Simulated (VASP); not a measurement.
# WS2 in VASP: notebook

WS2 is run at these levels: r2SCAN; tasks: single point.

All numbers are computed with VASP 6.6.1; they aren't measurements. Logs are shortened: lines on timing, memory, paths and dates and some standing lists are left out, and cuts for length are marked.

### Step 1. The cell of the first run

The cell holds a slab with vacuum, 3 atoms: a = 3.181 Å, b = 3.193 Å, c = 16.951 Å, α = 90.00°, β = 90.00°, γ = 119.88°.

### Step 2. Single point, r2SCAN (strain +0.0050 x Voigt [0, 1, 0, 0, 0, 0])

Contents of POSCAR:

```
WS2
1.0
    3.1810953814      0.0000000000      0.0000000000
   -1.5905476907      2.7686839592      0.0000000000
    0.0000000000      0.0000000000     16.9507399585
W S
1 2
Direct
    0.3333333333      0.6666666667      0.0000000000
    0.6666666667      0.3333333333      0.9080224901
    0.6666666667      0.3333333333      0.0919775099
```

Contents of INCAR.step1:

```
PREC = Accurate ; ENCUT = 520
ISMEAR = 0 ; SIGMA = 0.05
LREAL = F ; LASPH = T
NELM = 100 ; NBANDS = 20
GGA = PE ; ALGO = Normal
EDIFF = 1E-4 ; LWAVE = T
LCHARG = F
```

Contents of INCAR.step2:

```
PREC = Accurate ; ENCUT = 520
EDIFF = 1E-7 ; ISMEAR = 0
SIGMA = 0.05 ; LREAL = F
LASPH = T ; NELM = 100
ALGO = Normal ; ISIF = 2
LWAVE = F ; LCHARG = F
METAGGA = R2SCAN ; LMIXTAU = T
NBANDS = 20 ; ISTART = 1
```

Contents of KPOINTS:

```
regular mesh
0
Gamma
  12 12 2
```

Potentials or basis: VASP PAW PBE potentials, release 64 (W_sv, S).

On the command line:

```sh
$ cat potpaw_PBE.64/W_sv/POTCAR potpaw_PBE.64/S/POTCAR > POTCAR
$ cp INCAR.step1 INCAR
$ mpirun -np 1 vasp_std > vasp.out
$ cp INCAR.step2 INCAR
$ mpirun -np 1 vasp_std > vasp.out
```

OUTCAR:

```text
PREC = Accurate
   ENCUT = 520
   EDIFF = 1E-7
   ISMEAR = 0
   LREAL = F
   LASPH = T
   NELM = 100
   ISIF = 2
   METAGGA = R2SCAN
   ISTART = 1

 ion  position               nearest neighbor table
   1  0.333  0.667  0.000-   2 2.41   3 2.41   2 2.41   3 2.41   2 2.42   3 2.42
   2  0.667  0.333  0.908-   1 2.41   1 2.41   1 2.42
   3  0.667  0.333  0.092-   1 2.41   1 2.41   1 2.42

  LATTYP: Found a base centered orthorhombic cell.
 ALAT       =     3.1810953814
 B/A-ratio  =     1.7407110616
 C/A-ratio  =     5.3285858882

  Lattice vectors:

 A1 = (   1.5905476907,  -2.7686839592,   0.0000000000)
 A2 = (   1.5905476907,   2.7686839592,   0.0000000000)
 A3 = (   0.0000000000,   0.0000000000,  16.9507399585)

Analysis of symmetry for initial positions (statically):
=====================================================================
 Subroutine PRICEL returns:
 Original cell was already a primitive cell.

 Routine SETGRP: Setting up the symmetry group for a
 base centered orthorhombic supercell.

 Subroutine GETGRP returns: Found  4 space group operations
 (whereof  4 operations were pure point group operations)
 out of a pool of  8 trial point group operations.

The static configuration has the point symmetry C_2v.

Analysis of symmetry for dynamics (positions and initial velocities):
=====================================================================
 Subroutine PRICEL returns:
 Original cell was already a primitive cell.

 Routine SETGRP: Setting up the symmetry group for a
 base centered orthorhombic supercell.

 Subroutine GETGRP returns: Found  4 space group operations
 (whereof  4 operations were pure point group operations)
 out of a pool of  8 trial point group operations.

The dynamic configuration has the point symmetry C_2v.

 Subroutine INISYM returns: Found  4 space group operations
 (whereof  4 operations are pure point group operations),
 and found     1 'primitive' translations

----------------------------------------------------------------------------------------

                                     Primitive cell

  volume of cell :     149.2928

  direct lattice vectors                    reciprocal lattice vectors
     3.181095381  0.000000000  0.000000000     0.314357125  0.180591215  0.000000000
    -1.590547691  2.768683959  0.000000000     0.000000000  0.361182430  0.000000000
[... 78 lines left out ...]
   PREC   = accura    normal or accurate (medium, high low for compatibility)
   ISTART =      1    job   : 0-new  1-cont  2-samecut
   ICHARG =      0    charge: 1-file 2-atom 10-const
   ISPIN  =      1    spin polarized calculation?
   LNONCOLLINEAR =      F non collinear calculations
   LSORBIT =      F    spin-orbit coupling
   LASPH  =      T    aspherical Exc in radial PAW
   ENCUT  =  520.0 eV  38.22 Ry    6.18 a.u.   5.91  5.94 31.52*2*pi/ulx,y,z
   NELM   =    100;   NELMIN=  2; NELMDL=  0     # of ELM steps
   EDIFF  = 0.1E-06   stopping-criterion for ELM
   LREAL  =      F    real-space projection
   EDIFFG = 0.1E-05   stopping-criterion for IOM
   NSW    =      0    number of steps for IOM
   IBRION =     -1    ionic relax: 0-MD 1-quasi-New 2-CG
   NFREE  =      0    steps in history (QN), initial steepest desc. (CG)
   ISIF   =      2    stress and relaxation
   ISYM   =      2    0-nonsym 1-usesym 2-fastsym
   POTIM  = 0.5000    time-step for ionic-motion
   TEBEG  =    0.0;   TEEND  =   0.0 temperature during run
   PSTRESS=    0.0 pullay stress
   NELECT =      26.0000    total number of electrons
   NUPDOWN=      -1.0000    fix difference up-down
   EMIN   =  10.00;   EMAX   =-10.00  energy-range for DOS
   EFERMI =   0.00;   METHOD = LEGACY
   ISMEAR =     0;   SIGMA  =   0.05  broadening in eV -4-tet -1-fermi 0-gaus
   EFERMI_NEDOS =   21; number of points for ismear=-14 and -15
   IALGO  =     38    algorithm
   IMIX   =      4    mixing-type and parameters
     AMIX     =   0.40;   BMIX     =  1.00
     AMIX_MAG =   1.60;   BMIX_MAG =  1.00
  volume/ion in A,a.u.               =      49.76       335.83
  Fermi-wavevector in a.u.,A,eV,Ry     =   0.914225  1.727635 11.371846  0.835807
  Thomas-Fermi vector in A             =   2.038827
   LORBIT       =      0    0 simple, 1 ext, 2 COOP (PROOUT), +10 PAW based schemes
   METAGGA = R2SCAN    functional components
   LHFCALC =     F    Hartree Fock is set to
   AEXX    =    0.0000 exact exchange contribution
   IVDW    =     0    specifies the selected vdW correction
   LEPSILON=     F    determine dielectric tensor
   LRPA    =     F    only Hartree local field effects (RPA)
 non-spin polarized calculation
 Gauss-broadening in eV      SIGMA  =   0.05
  energy-cutoff  :      520.00
  volume of cell :      149.29
 maximum number of plane-waves:      4056
   NGX = 11   NGY = 11   NGZ = 63

 number of electron      26.0000000 magnetization

 Free energy of the ion-electron system (eV)
  ---------------------------------------------------
  ext. energy  EPLUGINS =         0.00000000
  ---------------------------------------------------
  free energy    TOTEN  =       -70.04013893 eV

  energy without entropy =      -70.04013893  energy(sigma->0) =      -70.04013893

 E-fermi :  -0.9611     XC(G=0):  -4.5837

 val. band max:       -1.3890139836   @ k =   0.0000   0.0000   0.5000
 cond. band min:       0.4728948121   @ k =   0.3333   0.3333   0.0000
 fundamental gap:      1.8619087957
 Fermi energy:        -0.9610567881

 k-point     1 :       0.0000    0.0000    0.0000
  band No.  band energies     occupation
      1     -77.3921      2.00000
      2     -40.9725      2.00000
      3     -40.8313      2.00000
      4     -40.8226      2.00000
      5     -16.8740      2.00000
      6     -15.1430      2.00000
[... 541 lines left out ...]
     19       7.6710      0.00000
     20       8.4275      0.00000

 [... further k-points ...]
[... 5 lines left out ...]
  --------------------------------------------------------------------------------------
  -------------------------------------------------------------------------------------
  Total       -0.0710429     -0.4155793     -0.1291830      0.0000000      0.0000000      0.0000000
  in kB       -0.7624169     -4.4599062     -1.3863640      0.0000000      0.0000000      0.0000000
  external PRESSURE =      -2.2028957 kB  Pullay stress =       0.0000000 kB

 VOLUME and BASIS-vectors are now :
 -----------------------------------------------------------------------------
  energy-cutoff  :      520.00
  volume of cell :      149.29
      direct lattice vectors                 reciprocal lattice vectors
     3.181095381  0.000000000  0.000000000     0.314357125  0.180591215  0.000000000
    -1.590547691  2.768683959  0.000000000     0.000000000  0.361182430  0.000000000
     0.000000000  0.000000000 16.950739959     0.000000000  0.000000000  0.058994475

 POSITION                                       TOTAL-FORCE (eV/Angst)
 -----------------------------------------------------------------------------------
     -0.00000      1.84579      0.00000         0.000000      0.030844      0.000000
      1.59055      0.92289     15.39165        -0.000000     -0.015422      0.034114
      1.59055      0.92289      1.55909        -0.000000     -0.015422     -0.034114
 -----------------------------------------------------------------------------------
    total drift:                                0.000001      0.000001      0.000000

  FREE ENERGIE OF THE ION-ELECTRON SYSTEM (eV)
  ---------------------------------------------------
  free  energy   TOTEN  =       -70.0401389290 eV

  energy  without entropy=      -70.0401389290  energy(sigma->0) =      -70.04013893
```

OUTCAR.step1:

```text
PREC = Accurate
   ENCUT = 520
   ISMEAR = 0
   LREAL = F
[... 779 lines left out ...]
     -0.00000      1.84579      0.00000        -0.000000      0.034543      0.000000
      1.59055      0.92289     15.39165         0.000000     -0.017272     -0.227006
      1.59055      0.92289      1.55909         0.000000     -0.017272      0.227006
 -----------------------------------------------------------------------------------
    total drift:                               -0.000000     -0.000008      0.000000

  FREE ENERGIE OF THE ION-ELECTRON SYSTEM (eV)
  ---------------------------------------------------
  free  energy   TOTEN  =       -23.6715596088 eV

  energy  without entropy=      -23.6715596088  energy(sigma->0) =      -23.67155961
```

OSZICAR.step1:

```text
N       E                     dE             d eps       ncg     rms          rms(c)
DAV:   1     0.175638720395E+03    0.17564E+03   -0.13844E+04  4128   0.108E+03
DAV:   2    -0.116944113746E+02   -0.18733E+03   -0.18205E+03  4420   0.256E+02
DAV:   3    -0.248365560028E+02   -0.13142E+02   -0.13043E+02  4632   0.658E+01
DAV:   4    -0.250718225752E+02   -0.23527E+00   -0.23493E+00  4480   0.975E+00
DAV:   5    -0.250776066037E+02   -0.57840E-02   -0.57837E-02  4652   0.156E+00    0.263E+01
DAV:   6    -0.238593393496E+02    0.12183E+01   -0.68241E+00  3904   0.172E+01    0.108E+01
DAV:   7    -0.237429716926E+02    0.11637E+00   -0.17238E+00  3900   0.720E+00    0.495E+00
DAV:   8    -0.236742702931E+02    0.68701E-01   -0.36616E-01  4232   0.395E+00    0.108E+00
DAV:   9    -0.236732643719E+02    0.10059E-02   -0.18096E-02  4544   0.854E-01    0.658E-01
DAV:  10    -0.236717621257E+02    0.15022E-02   -0.81464E-03  4216   0.607E-01    0.675E-02
DAV:  11    -0.236716079795E+02    0.15415E-03   -0.85335E-04  4112   0.192E-01    0.738E-02
DAV:  12    -0.236715596088E+02    0.48371E-04   -0.57650E-05  2752   0.487E-02
   1 F= -.23671560E+02 E0= -.23671560E+02  d E =-.194841E-31
```

Run time: 16 min. Hardware: 1 thread of Intel Xeon Platinum 8259CL at 2.50GHz (Skylake/Cascade Lake), shared host; peak memory 0.45 GiB.

What came out:

| Item | Value |
| --- | --- |
| Free energy | -70.0401 eV |
| Largest force | 0.037 eV/Å |
| Band gap on the k mesh | 1.86 eV (least direct gap 1.90 eV) |

Forces in eV/Å, atoms in the order of the input:
```
W    0.000  0.031  0.000
S    0.000 -0.015  0.034
S    0.000 -0.015 -0.034
```

Levels at points of the mesh, in eV from the valence-band top:
```tsv
k point	band 11	band 12	band 13	band 14	band 15	band 16
(0.00, 0.00, 0.00)	-1.82	-1.80	0.00	3.01	3.06	3.17
(0.50, 0.00, 0.00)	-2.26	-1.48	-0.99	2.95	3.42	4.38
(0.00, 0.50, 0.00)	-2.28	-1.43	-1.01	2.94	3.41	4.39
(0.00, 0.00, 0.50)	-1.82	-1.80	0.00	3.01	3.06	3.17
(0.50, 0.00, 0.50)	-2.26	-1.48	-0.99	2.95	3.42	4.38
(0.00, 0.50, 0.50)	-2.28	-1.43	-1.01	2.94	3.41	4.39
```

Caveat: the cell differs from its parent crystal (strain +0.0050 x Voigt [0, 1, 0, 0, 0, 0]); there is no dipole correction, which matters where the two faces differ; the PAW data sets were made with another functional, which shifts forces and pressure a little; spin-orbit coupling is left out, which moves the levels of the heavy elements.

(Continued in part 2 of 2.)
